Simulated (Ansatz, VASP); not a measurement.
## One calculation of Ta, two programs

```
Ta
1.0
    -1.62552    1.62552    1.62552
     1.62552   -1.62552    1.62552
     1.62552    1.62552   -1.62552
Ta
1
Direct
  0.00000 0.00000 0.00000
```

Alike in both runs: task single point; functional PBE; k mesh 18 × 18 × 18; occupations gaussian, width 0.1 eV; no spin polarisation.

|  | VASP | Ansatz |
| --- | --- | --- |
| version | VASP 6.6.1 | Ansatz 0.2.0 |
| potentials or method | VASP PAW PBE potentials, release 64 (Ta_pv), cutoff 520 eV | scalar-relativistic, plane waves, PAW |
| valence electrons in the cell | 11 | 13 |

```tsv
	VASP	Ansatz	Ansatz less VASP
gap on the k mesh at the Fermi level (eV)	none	none	-
pressure (GPa)	13.7	13.5	-0.25
```

A gap of «none» marks a metal or a gap that the smearing closes. VASP's potentials hold 11 valence electrons a cell and Ansatz's 13, so a difference there can come from the potentials and not from the codes.

Spin-orbit coupling is off throughout.
